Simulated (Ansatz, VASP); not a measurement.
# Two plane-wave programs on CuO

```
Cu O
1.0
     2.25086   -1.64486    0.00000
     2.25086    1.64486    0.00000
    -0.82613    0.00000    5.05944
Cu O
2 2
Direct
  0.49680 0.00320 0.50000
  0.00320 0.49680 0.00000
  0.40560 0.57140 0.75370
  0.57140 0.40560 0.25370
```

Alike in both runs: functional PBEsol; k mesh 8 × 8 × 5; occupations fermi-dirac, width 0.05 eV; no spin polarisation.

```csv
,VASP,Ansatz
version,VASP 6.6.1,Ansatz 0.2.0
potentials or method,"VASP PAW PBE potentials, release 64 (Cu_sv_GW, O)",Ansatz PAW
plane-wave cutoff (eV),700,420
valence electrons in the cell,50,50
task,single point,band structure
```

```csv
,VASP,Ansatz,Ansatz less VASP
gap on the k mesh at the Fermi level (eV),none,none,-
pressure (GPa),9.6,12.6,+3.00
"traceless stress, the component that is largest in VASP (GPa)",-2.80,-2.83,-0.029
rms of the force components (eV/Å),0.511,0.506,-0.0050
```

VASP's potentials were made for PBE, not for PBEsol. Atom by atom the forces differ by 0.008 eV/Å (rms over components). A gap of «none» marks a metal or a gap that the smearing closes. With one functional, cell and mesh, what is left measures potentials, basis and numerics.
